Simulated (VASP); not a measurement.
## Au: relaxation of cell and atoms with BLYP

Au:

```
Au
1.0
    -1.61845    1.61845    1.61845
     1.61845   -1.61845    1.61845
     1.61845    1.61845   -1.61845
Au
1
Direct
  0.00000 0.00000 0.00000
```

```
Program                : VASP 6.6.1
Task                   : relaxation of cell and atoms
Functional             : BLYP
Potentials or basis    : VASP PAW PBE potentials, release 64 (Au)
Cutoff                 : 600 eV
k mesh                 : 14 × 14 × 14
Occupations            : fermi-dirac, width 0.1 eV
Spin                   : no spin polarisation
Dipole correction      : no
Further INCAR settings : ALGO = Normal; EDIFF = 1e-07; IBRION = 2; EDIFFG = -0.01; NSW = 80; ISIF = 3
```

```yaml
Relaxed_volume: 19.62 Å³/atom
Relaxed_cell: a = 2.943 Å, b = 2.943 Å, c = 2.943 Å, α = 109.47°, β = 109.47°, γ = 109.47°
Space_group_after_relaxing_to_0.05_Å: Im-3m (No. 229)
Energy_gained_by_relaxing: 157.5 meV/atom
Ionic_steps: 19
Pressure_after_relaxing: 0.0 GPa
```

Step by step:
```csv
step,energy change (eV),largest force (eV/Å),pressure (GPa),volume (Å³)
1,0.0000,0.0000,22.43,16.96
2,-0.0043,0.0000,-10.36,23.48
3,-0.1574,0.0000,-0.45,19.72
4,-0.1575,0.0000,-0.15,19.66
5,-0.1575,0.0000,0.13,19.60
6,-0.1575,0.0000,0.14,19.60
7,-0.1575,0.0000,0.13,19.60
8,-0.1575,0.0000,0.13,19.60
9,-0.1575,0.0000,0.13,19.60
10,-0.1575,0.0000,0.13,19.60
11,-0.1575,0.0000,0.13,19.60
12,-0.1575,0.0000,0.14,19.60
13,-0.1575,0.0000,0.14,19.60
14,-0.1575,0.0000,0.14,19.60
15,-0.1575,0.0000,0.13,19.60
16,-0.1575,0.0000,0.12,19.61
17,-0.1575,0.0000,0.11,19.61
18,-0.1575,0.0000,0.08,19.61
19,-0.1575,0.0000,0.03,19.62
```

Final structure:
```cif
data_structure
_symmetry_space_group_name_H-M 'P 1'
_symmetry_Int_Tables_number 1
_cell_length_a 2.9431
_cell_length_b 2.9431
_cell_length_c 2.9431
_cell_angle_alpha 109.471
_cell_angle_beta 109.471
_cell_angle_gamma 109.471
_cell_volume 19.62
loop_
_atom_site_label
_atom_site_type_symbol
_atom_site_fract_x
_atom_site_fract_y
_atom_site_fract_z
_atom_site_occupancy
Au1 Au 0.00000 0.00000 0.00000 1
```

Levels at points of the mesh, in eV from the Fermi level:
| k point | band 1 | band 2 | band 3 | band 4 | band 5 | band 6 | band 7 | band 8 | band 9 |
| --- | --- | --- | --- | --- | --- | --- | --- | --- | --- |
| (0.00, 0.00, 0.00) | -8.50 | -4.33 | -4.33 | -4.33 | -2.78 | -2.78 | 16.55 | 16.55 | 16.55 |
| (0.50, 0.00, 0.00) | -6.19 | -5.17 | -2.91 | -2.64 | -1.57 | 0.02 | 2.65 | 12.31 | 12.76 |
| (0.50, 0.50, 0.50) | -5.78 | -5.78 | -1.87 | -1.87 | -1.87 | 6.11 | 6.11 | 6.11 | 7.87 |

It took 2.9 min on 1 thread of Intel(R) Xeon(R) Platinum 8375C CPU @ 2.90GHz (Ice Lake), with other jobs on the host, peak memory 0.17 GiB.

Caveat: the volume moved by over 15 % at a fixed basis, so the end points are rough; the PAW data sets were made with another functional, which shifts forces and pressure a little; spin-orbit coupling is left out, which moves the levels of the heavy elements.
